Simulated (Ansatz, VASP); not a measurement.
## One calculation of Ba, two programs

Contents of INCAR:

```
SYSTEM = Ba
PREC = Accurate
ENCUT = 520
EDIFF = 1E-7
ISMEAR = 0
SIGMA = 0.15
LREAL = .False.
LASPH = .True.
NELM = 80
ALGO = Fast
ISIF = 2
LWAVE = .False.
LCHARG = .False.
GGA = PE
NBANDS = 11
```

KPOINTS

```
Automatic mesh
0
Gamma
  16 16 16
  0 0 0
```

POSCAR

```
Ba
1.0
   -2.8860391832      2.8860391832      1.8759254691
    2.8860391832     -2.8860391832      1.8759254691
    2.8860391832      2.8860391832     -1.8759254691
Ba
1
Direct
    0.0000000000      0.0000000000      0.0000000000
```

Input for Ansatz:

```yaml
crystal:
  lattice:
    - [-2.8860391832, 2.8860391832, 1.8759254691]
    - [2.8860391832, -2.8860391832, 1.8759254691]
    - [2.8860391832, 2.8860391832, -1.8759254691]
  atoms:
    - { symbol: Ba, position: [0.0, 0.0, 0.0] }
basis:
  ecutwfc: 420
kpoints:
  mp_grid: { grid: [16, 16, 16] }
hamiltonian:
  xc: pbe
scf:
  occupations: { method: gaussian, width: 0.15 }
output:
  forces: true
  stress: true
  eigenvalues: true
```

Alike in both runs: task single point; functional PBE; k mesh 16 × 16 × 16; occupations gaussian, width 0.15 eV; no spin polarisation.

|  | VASP | Ansatz |
| --- | --- | --- |
| version | VASP 6.6.1 | Ansatz 0.2.0 |
| potentials or method | VASP PAW PBE potentials, release 64 (Ba_sv), cutoff 520 eV | scalar-relativistic, plane waves, PAW |
| valence electrons in the cell | 10 | 10 |

```tsv
	VASP	Ansatz	Ansatz less VASP
gap on the k mesh at the Fermi level (eV)	none	none	-
pressure (GPa)	0.7	0.7	-0.07
traceless stress, the component that is largest in VASP (GPa)	4.43	4.39	-0.044
```

A gap of «none» marks a metal or a gap that the smearing closes.

Spin-orbit coupling is off throughout.
